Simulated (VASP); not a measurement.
# NaTa6 in VASP: a series of runs, part 2 of 2

VASP 6.6.1. The steps go on from the part before.

## Step 3: Single point, PBEsol

Contents of INCAR:

```
PREC = Accurate
ENCUT = 520
EDIFF = 1E-7
ISMEAR = 0
SIGMA = 0.1
LREAL = F
LASPH = T
NELM = 60
ALGO = Normal
ISIF = 2
LWAVE = F
LCHARG = F
LDIPOL = T
IDIPOL = 3
DIPOL = 0.5 0.5 0.351
GGA = PS
NBANDS = 46
```

Contents of KPOINTS:

```
regular mesh
0
Gamma
  6 6 1
```

Contents of POSCAR:

```
NaTa6
1.0
    4.6392671641      0.0000000000      0.0000000000
   -2.3196335821      4.0177232191      0.0000000000
    0.0000000000      0.0000000000     19.9438808552
Ta Na
6 1
Direct
    0.6666666667      0.3333333333      0.2005627706
    0.3333333333      0.6666666666      0.2480453268
    0.0000000000      0.0000000000      0.2955278831
    0.6666666667      0.3333333333      0.3400187737
    0.3333333333      0.6666666666      0.3814681521
    0.0000000000      0.0000000000      0.4233820346
    0.2222222222      0.1111111111      0.5710071425
```

Potentials or basis: VASP PAW PBE potentials, release 64 (Ta_pv, Na_pv).

The run is started by

```sh
cat potpaw_PBE.64/Ta_pv/POTCAR potpaw_PBE.64/Na_pv/POTCAR > POTCAR
mpirun -np 1 vasp_std > vasp.out
```

OUTCAR:

```text
PREC = Accurate
   ENCUT = 520
   EDIFF = 1E-7
   ISMEAR = 0
   LREAL = F
   LASPH = T
   NELM = 60
   ISIF = 2
   GGA = PS

 ion  position               nearest neighbor table
   1  0.667  0.333  0.201-   4 2.78   2 2.84   2 2.84   2 2.84   3 3.28   3 3.28   3 3.28
   2  0.333  0.667  0.248-   5 2.66   1 2.84   1 2.84   1 2.84   3 2.84   3 2.84   3 2.84   4 3.25
                             4 3.25   4 3.25
   3  0.000  0.000  0.296-   6 2.55   4 2.82   4 2.82   4 2.82   2 2.84   2 2.84   2 2.84   5 3.18
                             5 3.18   5 3.18   1 3.28   1 3.28   1 3.28
   4  0.667  0.333  0.340-   1 2.78   5 2.80   5 2.80   5 2.80   3 2.82   3 2.82   3 2.82   6 3.15
                             6 3.15   6 3.15   2 3.25   2 3.25   2 3.25
   5  0.333  0.667  0.381-   2 2.66   4 2.80   4 2.80   4 2.80   6 2.81   6 2.81   6 2.81   3 3.18
                             3 3.18   3 3.18
   6  0.000  0.000  0.423-   3 2.55   5 2.81   5 2.81   5 2.81   7 3.08   4 3.15   4 3.15   4 3.15

   7  0.222  0.111  0.571-   6 3.08

  LATTYP: Found a hexagonal cell.
 ALAT       =     4.6392671641
 C/A-ratio  =     4.2989291519

  Lattice vectors:

 A1 = (   4.6392671641,   0.0000000000,   0.0000000000)
 A2 = (  -2.3196335821,   4.0177232191,   0.0000000000)
 A3 = (   0.0000000000,   0.0000000000,  19.9438808552)

Analysis of symmetry for initial positions (statically):
=====================================================================
 Subroutine PRICEL returns:
 Original cell was already a primitive cell.

 Routine SETGRP: Setting up the symmetry group for a
 hexagonal supercell.

 Subroutine GETGRP returns: Found  2 space group operations
 (whereof  2 operations were pure point group operations)
 out of a pool of 24 trial point group operations.

The static configuration has the point symmetry C_1h.

Analysis of symmetry for dynamics (positions and initial velocities):
=====================================================================
 Subroutine PRICEL returns:
 Original cell was already a primitive cell.

 Routine SETGRP: Setting up the symmetry group for a
 hexagonal supercell.

 Subroutine GETGRP returns: Found  2 space group operations
 (whereof  2 operations were pure point group operations)
 out of a pool of 24 trial point group operations.

The dynamic configuration has the point symmetry C_1h.

 Subroutine INISYM returns: Found  2 space group operations
 (whereof  2 operations are pure point group operations),
 and found     1 'primitive' translations

----------------------------------------------------------------------------------------

                                     Primitive cell

  volume of cell :     371.7398

  direct lattice vectors                    reciprocal lattice vectors
     4.639267164  0.000000000  0.000000000     0.215551285  0.124448593  0.000000000
    -2.319633582  4.017723219  0.000000000     0.000000000  0.248897185  0.000000000
     0.000000000  0.000000000 19.943880855     0.000000000  0.000000000  0.050140693

  length of vectors
     4.639267164  4.639267164 19.943880855     0.248897185  0.248897185  0.050140693

  position of ions in fractional coordinates (direct lattice)
[... 60 lines left out ...]
   number of dos      NEDOS =    301   number of ions     NIONS =      7
   total plane-waves  NPLWV = 194400
   dimension x,y,z NGX =    36 NGY =   36 NGZ =  150
   dimension x,y,z NGXF=    72 NGYF=   72 NGZF=  300
   ions per type =               6   1
   NGX,Y,Z   is equivalent  to a cutoff of  12.90, 12.90, 12.50 a.u.
   NGXF,Y,Z  is equivalent  to a cutoff of  25.80, 25.80, 25.01 a.u.
 SYSTEM =  unknown system
   PREC   = accura    normal or accurate (medium, high low for compatibility)
   ISTART =      0    job   : 0-new  1-cont  2-samecut
   ICHARG =      2    charge: 1-file 2-atom 10-const
   ISPIN  =      1    spin polarized calculation?
   LNONCOLLINEAR =      F non collinear calculations
   LSORBIT =      F    spin-orbit coupling
   LASPH  =      T    aspherical Exc in radial PAW
   ENCUT  =  520.0 eV  38.22 Ry    6.18 a.u.   8.63  8.63 37.08*2*pi/ulx,y,z
   NELM   =     60;   NELMIN=  2; NELMDL= -5     # of ELM steps
   EDIFF  = 0.1E-06   stopping-criterion for ELM
   LREAL  =      F    real-space projection
   EDIFFG = 0.1E-05   stopping-criterion for IOM
   NSW    =      0    number of steps for IOM
   IBRION =     -1    ionic relax: 0-MD 1-quasi-New 2-CG
   NFREE  =      0    steps in history (QN), initial steepest desc. (CG)
   ISIF   =      2    stress and relaxation
   ISYM   =      2    0-nonsym 1-usesym 2-fastsym
   POTIM  = 0.5000    time-step for ionic-motion
   TEBEG  =    0.0;   TEEND  =   0.0 temperature during run
   PSTRESS=    0.0 pullay stress
   NELECT =      73.0000    total number of electrons
   NUPDOWN=      -1.0000    fix difference up-down
   EMIN   =  10.00;   EMAX   =-10.00  energy-range for DOS
   EFERMI =   0.00;   METHOD = LEGACY
   ISMEAR =     0;   SIGMA  =   0.10  broadening in eV -4-tet -1-fermi 0-gaus
   EFERMI_NEDOS =   21; number of points for ismear=-14 and -15
   IALGO  =     38    algorithm
   IMIX   =      4    mixing-type and parameters
     AMIX     =   0.40;   BMIX     =  1.00
     AMIX_MAG =   1.60;   BMIX_MAG =  1.00
  volume/ion in A,a.u.               =      53.11       358.37
  Fermi-wavevector in a.u.,A,eV,Ry     =   0.951560  1.798187 12.319614  0.905466
  Thomas-Fermi vector in A             =   2.080041
   LORBIT       =      0    0 simple, 1 ext, 2 COOP (PROOUT), +10 PAW based schemes
   GGA     = PS    functional components
   LHFCALC =     F    Hartree Fock is set to
   AEXX    =    0.0000 exact exchange contribution
   IVDW    =     0    specifies the selected vdW correction
   LEPSILON=     F    determine dielectric tensor
   LRPA    =     F    only Hartree local field effects (RPA)
 non-spin polarized calculation
 Gauss-broadening in eV      SIGMA  =   0.10
  energy-cutoff  :      520.00
  volume of cell :      371.74
 maximum number of plane-waves:     10037
 NGX is ok and might be reduce to    36
   NGX = 17   NGY = 17   NGZ = 75

 dipolmoment           0.000000      0.000000      0.398219 electrons x Angstroem

 number of electron      73.0000004 magnetization

 dipolmoment           0.000000      0.000000     -0.115536 electrons x Angstroem

 Free energy of the ion-electron system (eV)
  ---------------------------------------------------
  ext. energy  EPLUGINS =         0.00000000
  ---------------------------------------------------
  free energy    TOTEN  =       -69.44085871 eV

  energy without entropy =      -69.40662350  energy(sigma->0) =      -69.42374111

 E-fermi :  -0.1185     XC(G=0):  -5.5815

 val. band max:       -0.1581272065   @ k =   0.3333   0.3333   0.0000
 cond. band min:      -0.1079049519   @ k =   0.1667   0.1667   0.0000
 fundamental gap:      0.0502222546
 Fermi energy:        -0.1185293767

 k-point     1 :       0.0000    0.0000    0.0000
  band No.  band energies     occupation
      1     -34.8402      2.00000
      2     -34.6437      2.00000
      3     -34.5200      2.00000
      4     -34.5194      2.00000
      5     -34.3351      2.00000
      6     -34.3345      2.00000
[... 626 lines left out ...]
     45       1.6704      0.00000
     46       2.3319      0.00000

------------------------ aborting loop because EDIFF is reached ----------------------------------------

 vacuum level on the upper side and lower side of the slab       (xc-potential included)        -1.113         0.128

  FORCE on cell =-STRESS in cart. coord.  units (eV):
  Direction    XX          YY          ZZ          XY          YZ          ZX
  --------------------------------------------------------------------------------------
  -------------------------------------------------------------------------------------
  Total       -5.5399855     -5.7619280     -3.4466341      0.1922078      0.4067650      0.7045376
  in kB      -23.8770211    -24.8335806    -14.8547960      0.8284048      1.7531340      3.0365167
  external PRESSURE =     -21.1884659 kB  Pullay stress =       0.0000000 kB

 VOLUME and BASIS-vectors are now :
 -----------------------------------------------------------------------------
  energy-cutoff  :      520.00
  volume of cell :      371.74
      direct lattice vectors                 reciprocal lattice vectors
     4.639267164  0.000000000  0.000000000     0.215551285  0.124448593  0.000000000
    -2.319633582  4.017723219  0.000000000     0.000000000  0.248897185  0.000000000
     0.000000000  0.000000000 19.943880855     0.000000000  0.000000000  0.050140693

 POSITION                                       TOTAL-FORCE (eV/Angst)
 -----------------------------------------------------------------------------------
      2.31963      1.33924      4.00000        -0.000877     -0.000506      1.786048
     -0.00000      2.67848      4.94699         0.007319      0.004225     -0.047838
      0.00000      0.00000      5.89397         0.002263      0.001307     -1.815285
      2.31963      1.33924      6.78129        -0.024100     -0.013914      0.099726
     -0.00000      2.67848      7.60796        -0.037091     -0.021414      0.224930
      0.00000      0.00000      8.44388        -0.171773     -0.099173     -0.273957
      0.77321      0.44641     11.38810         0.224258      0.129476      0.026376
 -----------------------------------------------------------------------------------
    total drift:                                0.000008      0.000005      0.000179

  FREE ENERGIE OF THE ION-ELECTRON SYSTEM (eV)
  ---------------------------------------------------
  free  energy   TOTEN  =       -69.4408587098 eV

  energy  without entropy=      -69.4066235041  energy(sigma->0) =      -69.42374111

 vacuum level on the upper side and lower side of the slab         1.691         2.963
```

It took 13 min on 1 thread of Intel Xeon 6975P-C (Granite Rapids), shared host; peak memory 0.54 GiB.

What came out:

- Free energy: -69.4409 eV
- Largest force: 1.815 eV/Å
- Band gap on the k mesh: zero (an odd number of electrons rules out a gap without spin polarisation)

Forces in eV/Å, atoms in the order of the input:
```
Ta  -0.001 -0.001  1.786
Ta   0.007  0.004 -0.048
Ta   0.002  0.001 -1.815
Ta  -0.024 -0.014  0.100
Ta  -0.037 -0.021  0.225
Ta  -0.172 -0.099 -0.274
Na   0.224  0.129  0.026
```

Levels at points of the mesh, in eV from the Fermi level:
| k point | band 33 | band 34 | band 35 | band 36 | band 37 | band 38 | band 39 | band 40 |
| --- | --- | --- | --- | --- | --- | --- | --- | --- |
| (0.00, 0.00, 0.00) | -1.09 | -0.93 | -0.93 | -0.38 | -0.38 | 0.15 | 0.24 | 0.25 |
| (0.50, 0.00, 0.00) | -1.07 | -0.94 | -0.66 | -0.28 | -0.08 | 0.10 | 0.86 | 1.05 |
| (0.00, 0.50, 0.00) | -1.07 | -0.94 | -0.65 | -0.27 | -0.10 | 0.11 | 0.84 | 1.03 |

Caveat: the PAW data sets were made with another functional, which shifts forces and pressure a little; spin-orbit coupling is left out, which moves the levels of the heavy elements.

The gap in the log of VASP goes by the Fermi energy; the results here count the filled bands.